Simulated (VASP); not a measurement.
# ZnAu (P1) in VASP: further runs, part 3 of 3

VASP 6.6.1. Earlier steps stand in the parts before.

## (5) Single point, PBE

INCAR

```
  PREC = Accurate
  ENCUT = 520
  EDIFF = 1E-7
  ISMEAR = 1
  SIGMA = 0.1
  LREAL = False
  LASPH = True
  NELM = 60
  ALGO = Fast
  ISIF = 2
  LWAVE = False
  LCHARG = True
  GGA = PE
  LELF = True
  LVHAR = True
  NBANDS = 18
```

KPOINTS

```
regular mesh
0
Gamma
  6 6 6
```

POSCAR

```
ZnAu
1.0
    3.1470000000      0.0000000000      0.0000000000
    0.0000000000      3.1470000000      0.0000000000
    0.0000000000      0.0000000000      3.1470000000
Au Zn
1 1
Direct
    0.0044500000     -0.0030310000     -0.0105960000
    0.4851550000      0.5154480000      0.5024370000
```

Potentials or basis: VASP PAW PBE potentials, release 64 (Au, Zn).

The run is started by

```bash
> cat potpaw_PBE.64/Au/POTCAR potpaw_PBE.64/Zn/POTCAR > POTCAR
> mpirun -np 1 vasp_std > vasp.out
```

OUTCAR:

```text
PREC = Accurate
   ENCUT = 520
   EDIFF = 1E-7
   ISMEAR = 1
   LREAL = False
   LASPH = True
   NELM = 60
   ISIF = 2
   GGA = PE

 ion  position               nearest neighbor table
   1  0.004  0.997  0.989-   2 2.63   2 2.68   2 2.70   2 2.70   2 2.75   2 2.75   2 2.77   2 2.82

   2  0.485  0.515  0.502-   1 2.63   1 2.68   1 2.70   1 2.70   1 2.75   1 2.75   1 2.77   1 2.82

  LATTYP: Found a simple cubic cell.
 ALAT       =     3.1470000000

  Lattice vectors:

 A1 = (   3.1470000000,   0.0000000000,   0.0000000000)
 A2 = (   0.0000000000,   3.1470000000,   0.0000000000)
 A3 = (   0.0000000000,   0.0000000000,   3.1470000000)

Analysis of symmetry for initial positions (statically):
=====================================================================
 Subroutine PRICEL returns:
 Original cell was already a primitive cell.

 Routine SETGRP: Setting up the symmetry group for a
 simple cubic supercell.

 Subroutine GETGRP returns: Found  1 space group operations
 (whereof  1 operations were pure point group operations)
 out of a pool of 48 trial point group operations.

The static configuration has the point symmetry C_1 .

Analysis of symmetry for dynamics (positions and initial velocities):
=====================================================================
 Subroutine PRICEL returns:
 Original cell was already a primitive cell.

 Routine SETGRP: Setting up the symmetry group for a
 simple cubic supercell.

 Subroutine GETGRP returns: Found  1 space group operations
 (whereof  1 operations were pure point group operations)
 out of a pool of 48 trial point group operations.

The dynamic configuration has the point symmetry C_1 .

 Subroutine INISYM returns: Found  1 space group operations
 (whereof  1 operations are pure point group operations),
 and found     1 'primitive' translations

[... 109 lines left out ...]
   ISMEAR =     1;   SIGMA  =   0.10  broadening in eV -4-tet -1-fermi 0-gaus
   EFERMI_NEDOS =   21; number of points for ismear=-14 and -15
   IALGO  =     68    algorithm
   IMIX   =      4    mixing-type and parameters
     AMIX     =   0.40;   BMIX     =  1.00
     AMIX_MAG =   1.60;   BMIX_MAG =  1.00
  volume/ion in A,a.u.               =      15.58       105.16
  Fermi-wavevector in a.u.,A,eV,Ry     =   1.479406  2.795672 29.778283  2.188642
  Thomas-Fermi vector in A             =   2.593568
   LORBIT       =      0    0 simple, 1 ext, 2 COOP (PROOUT), +10 PAW based schemes
   GGA     = PE    functional components
   LHFCALC =     F    Hartree Fock is set to
   AEXX    =    0.0000 exact exchange contribution
   IVDW    =     0    specifies the selected vdW correction
   LEPSILON=     F    determine dielectric tensor
   LRPA    =     F    only Hartree local field effects (RPA)
 non-spin polarized calculation
 RMM-DIIS sequential band-by-band and
 Methfessel and Paxton  Order N= 1 SIGMA  =   0.10
  energy-cutoff  :      520.00
  volume of cell :       31.17
 maximum number of plane-waves:       848
   NGX = 11   NGY = 11   NGZ = 11

 number of electron      23.0000000 magnetization

 Free energy of the ion-electron system (eV)
  ---------------------------------------------------
  ext. energy  EPLUGINS =         0.00000000
  ---------------------------------------------------
  free energy    TOTEN  =        -4.66545911 eV

  energy without entropy =       -4.66079791  energy(sigma->0) =       -4.66390538

 E-fermi :   7.2316     XC(G=0): -12.3761

 val. band max:        6.6494372512   @ k =   0.3333  -0.1667   0.0000
 cond. band min:       7.2479414801   @ k =   0.1667  -0.1667   0.3333
 fundamental gap:      0.5985042288
 Fermi energy:         7.2316394882

 k-point     1 :       0.0000    0.0000    0.0000
  band No.  band energies     occupation
      1      -3.5236      2.00000
      2      -1.0343      2.00000
      3      -1.0308      2.00000
      4      -0.3490      2.00000
      5      -0.3329      2.00000
      6      -0.3320      2.00000
[... 481 lines left out ...]
      5      -0.2792      2.00000
      6      -0.1942      2.00000
[... 10 lines left out ...]
     17      21.4698      0.00000
     18      21.8945      0.00000

 [... further k-points ...]

------------------------ aborting loop because EDIFF is reached ----------------------------------------

  FORCE on cell =-STRESS in cart. coord.  units (eV):
  Direction    XX          YY          ZZ          XY          YZ          ZX
  --------------------------------------------------------------------------------------
  -------------------------------------------------------------------------------------
  Total        1.0842658      1.0890380      1.1150541     -0.0794531      0.0541445     -0.0564854
  in kB       55.7386058     55.9839301     57.3213345     -4.0844263      2.7833925     -2.9037339
  external PRESSURE =      56.3479568 kB  Pullay stress =       0.0000000 kB

 VOLUME and BASIS-vectors are now :
 -----------------------------------------------------------------------------
  energy-cutoff  :      520.00
  volume of cell :       31.17
      direct lattice vectors                 reciprocal lattice vectors
     3.147000000  0.000000000  0.000000000     0.317762949  0.000000000  0.000000000
     0.000000000  3.147000000  0.000000000     0.000000000  0.317762949  0.000000000
     0.000000000  0.000000000  3.147000000     0.000000000  0.000000000  0.317762949

 POSITION                                       TOTAL-FORCE (eV/Angst)
 -----------------------------------------------------------------------------------
      0.01400      3.13746      3.11365        -0.235206      0.225716      0.160998
      1.52678      1.62211      1.58117         0.235206     -0.225716     -0.160998
 -----------------------------------------------------------------------------------
    total drift:                               -0.000210      0.000173      0.000082

  FREE ENERGIE OF THE ION-ELECTRON SYSTEM (eV)
  ---------------------------------------------------
  free  energy   TOTEN  =        -4.6654591146 eV

  energy  without entropy=       -4.6607979138  energy(sigma->0) =       -4.66390538
```

stdout:

```text
POSCAR found type information on POSCAR AuZn
 POSCAR found :  2 types and       2 ions
 scaLAPACK will be used
 LDA part: xc-table for (Slater+PW92), standard interpolation
 POSCAR, INCAR and KPOINTS ok, starting setup
 FFT: planning ... GRIDC
 FFT: planning ... GRID_SOFT
 FFT: planning ... GRID
 WAVECAR not read
 entering main loop
 num prob  num prob  num prob  num prob  num prob  num prob RMM:  15    -0.466545911459E+01    0.36108E-07   -0.26110E-07  2967   0.357E-03
```

It took 34 s on 1 thread of Intel Xeon Platinum 8259CL at 2.50GHz (Skylake/Cascade Lake), shared host; peak memory 0.18 GiB.

What came out:

* Free energy: -4.6655 eV
* Pressure: 5.6 GPa
* Largest force: 0.364 eV/Å
* Band gap on the k mesh: zero (an odd number of electrons rules out a gap without spin polarisation)

Forces on the atoms (eV/Å):
```
Au  -0.235  0.226  0.161
Zn   0.235 -0.226 -0.161
```

Stress tensor (GPa, compression positive):
```
 5.57 -0.41 -0.29
-0.41  5.60  0.28
-0.29  0.28  5.73
```

Levels at points of the mesh, in eV from the Fermi level:
```tsv
k point	band 8	band 9	band 10	band 11	band 12	band 13	band 14	band 15
(0.00, 0.00, 0.00)	-5.58	-3.91	-3.90	-3.90	4.88	4.88	4.89	8.70
(0.50, 0.00, 0.00)	-5.59	-5.07	-5.06	-4.05	-2.53	10.17	10.70	10.88
(0.00, 0.50, 0.00)	-5.59	-5.07	-5.05	-4.05	-2.53	10.16	10.71	10.88
(0.00, 0.00, 0.50)	-5.60	-5.06	-5.05	-4.05	-2.53	10.13	10.71	10.94
(0.50, 0.50, 0.00)	-4.24	-4.24	-3.32	-2.11	-2.11	0.70	2.36	10.30
(0.00, 0.50, 0.50)	-4.25	-4.25	-3.32	-2.11	-2.10	0.70	2.36	10.31
(0.50, 0.00, 0.50)	-4.25	-4.25	-3.32	-2.11	-2.10	0.70	2.36	10.31
(0.50, 0.50, 0.50)	-6.58	-3.27	-3.27	1.28	3.45	3.55	3.59	3.61
```

Caveat: the cell stands under pressure; spin-orbit coupling is left out, which moves the levels of the heavy elements.

## (6) Single point, PBE

INCAR

```
SYSTEM = ZnAu
  PREC = Accurate
  ENCUT = 520
  EDIFF = 1E-7
  ISMEAR = 1
  SIGMA = 0.1
  LREAL = .FALSE.
  LASPH = .TRUE.
  NELM = 80
  ALGO = Normal
  ISIF = 2
  LWAVE = .FALSE.
  LCHARG = .FALSE.
  GGA = PE
  NBANDS = 18
```

KPOINTS

```
Automatic mesh
0
G
  6 6 6
  0 0 0
```

POSCAR is that of step 5.

Potentials or basis: VASP PAW PBE potentials, release 64 (Au, Zn).

The run is started by

```bash
> cat potpaw_PBE.64/Au/POTCAR potpaw_PBE.64/Zn/POTCAR > POTCAR
> mpirun -np 1 vasp_std > vasp.out
```

It took 28 s on 1 thread of Intel Xeon Platinum 8259CL at 2.50GHz (Skylake/Cascade Lake), shared host; peak memory 0.19 GiB.

The run converged. Its results:

* Free energy: -4.6655 eV
* Pressure: 5.6 GPa
* Largest force: 0.364 eV/Å
* Band gap on the k mesh: zero (an odd number of electrons rules out a gap without spin polarisation)

Forces on the atoms (eV/Å):
```
Au  -0.235  0.226  0.161
Zn   0.235 -0.226 -0.161
```

Stress tensor (GPa, compression positive):
```
 5.57 -0.41 -0.29
-0.41  5.59  0.28
-0.29  0.28  5.73
```

Levels at points of the mesh, in eV from the Fermi level:
```tsv
k point	band 9	band 10	band 11	band 12	band 13	band 14
(0.00, 0.00, 0.00)	-3.91	-3.90	-3.90	4.88	4.88	4.89
(0.50, 0.00, 0.00)	-5.07	-5.06	-4.05	-2.53	10.17	10.70
(0.00, 0.50, 0.00)	-5.07	-5.05	-4.05	-2.53	10.16	10.71
(0.00, 0.00, 0.50)	-5.06	-5.05	-4.05	-2.53	10.13	10.71
(0.50, 0.50, 0.00)	-4.24	-3.32	-2.11	-2.11	0.70	2.36
(0.00, 0.50, 0.50)	-4.25	-3.32	-2.11	-2.10	0.70	2.36
(0.50, 0.00, 0.50)	-4.25	-3.32	-2.11	-2.10	0.70	2.36
(0.50, 0.50, 0.50)	-3.27	-3.27	1.28	3.45	3.55	3.59
```

Caveat: the cell stands under pressure; spin-orbit coupling is left out, which moves the levels of the heavy elements.

The gap in the log of VASP goes by the Fermi energy; the results here count the filled bands.